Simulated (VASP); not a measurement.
Wanted: the native input for a VASP 6.6.1 run.

```yaml
Task: single point
Functional: LDA
Potentials_or_basis: VASP PAW LDA potentials, release 64 (B)
Cutoff: 520 eV
k_mesh: 14 × 14 × 13
Occupations: fermi-dirac, width 0.1 eV
Spin: no spin polarisation
Dipole_correction: no
Further_INCAR_settings: ALGO = Normal; EDIFF = 1e-06; NBANDS = 12
```

The structure of B lies in POSCAR:

```
B
1.0
    2.9397879674      0.0000000000      0.0000000000
   -1.4698939837      2.5459310615      0.0000000000
    0.0000000000      0.0000000000      2.8953145940
B
3
Direct
    0.0000000000      0.0000000000      0.0000000000
    0.3333333333      0.6666666667      0.5000000000
    0.6666666667      0.3333333333      0.5000000000
```

This cell differs from its parent crystal: volume scaled by 1.12.

One way to write it, as run:

INCAR

```
SYSTEM = B
PREC     = Accurate       ! precision mode
ENCUT    = 520            ! plane-wave cutoff, eV
EDIFF    = 1E-6           ! SCF threshold, eV
ISMEAR   = -1             ! smearing method
SIGMA    = 0.1            ! smearing width, eV
LREAL    = .FALSE.        ! projectors in reciprocal space
LASPH    = .TRUE.         ! aspherical terms in the spheres
NELM     = 100            ! most SCF steps
ALGO     = Normal         ! electronic algorithm
ISIF     = 2              ! what is computed and relaxed
LWAVE    = .FALSE.        ! write WAVECAR
LCHARG   = .FALSE.        ! write CHGCAR
NBANDS   = 12             ! bands
```

KPOINTS

```
Automatic mesh
0
G
  14 14 13
  0 0 0
```

Potentials or basis: VASP PAW LDA potentials, release 64 (B).

Command:

```console
$ cat potpaw_LDA.64/B/POTCAR > POTCAR
$ mpirun -np 1 vasp_std > vasp.out
```

It gave:

```
Pressure : -22.4 GPa
```

Run time: 13 s on 1 thread of Intel(R) Xeon(R) Platinum 8559C (Emerald Rapids), on a shared host, peak memory 0.14 GiB.
